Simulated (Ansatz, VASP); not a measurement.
Hf: VASP beside Ansatz

```xyz
1
Lattice="0.0000 2.1821 2.1821 2.1821 0.0000 2.1821 2.1821 2.1821 0.0000" Properties=species:S:1:pos:R:3 pbc="T T T"
Hf    0.0000    0.0000    0.0000
```

Change from the starting cell: volume scaled by 0.92, LAPW.

Alike in both runs: task single point; functional PBE; k mesh 16 × 16 × 16; occupations fermi-dirac, width 0.1 eV; no spin polarisation.

|  | VASP | Ansatz |
| --- | --- | --- |
| version | VASP 6.6.1 | Ansatz 0.2.0 |
| potentials or method | VASP PAW PBE potentials, release 64 (Hf_pv), cutoff 520 eV | all-electron LAPW, scalar-relativistic |

VASP gave:

```
pressure (GPa) : 9.2
```

Task: Which values does Ansatz return?

Result: Pressure (GPa): 9.7.

Ansatz ran all-electron here, and VASP with PAW potentials.

Neither program's run includes spin-orbit coupling.
